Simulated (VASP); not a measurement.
Here is a VASP 6.6.1 calculation.

Contents of INCAR:

```
PREC = Accurate ; ENCUT = 500
EDIFF = 1E-6 ; ISMEAR = 0
SIGMA = 0.1 ; LREAL = False
LASPH = True ; NELM = 120
ALGO = Normal ; ISIF = 2
LWAVE = False ; LCHARG = True
GGA = PS ; LELF = True
LVHAR = True ; NBANDS = 9
GGA_COMPAT = False
```

Contents of KPOINTS:

```
Automatic mesh
0
Gamma
  18 18 18
```

Contents of POSCAR:

```
Se
1.0
   -1.6949824753      1.6949824753      1.6949824753
    1.6949824753     -1.6949824753      1.6949824753
    1.6949824753      1.6949824753     -1.6949824753
Se
1
Direct
    0.0000000000      0.0000000000      0.0000000000
```

Potentials or basis: VASP PAW PBE potentials, release 64 (Se).

Command:

```console
$ cat potpaw_PBE.64/Se/POTCAR > POTCAR
$ mpirun -np 1 vasp_std > vasp.out
```

Question: Predict the pressure.

Answer: -1.0 GPa.

Question: Estimate the band gap on the k mesh.

Answer: Zero (bands 3 and 4 overlap by 6.59 eV).

Caveat: the cell differs from its parent crystal (strained); the PAW data sets were made with another functional, which shifts forces and pressure a little.
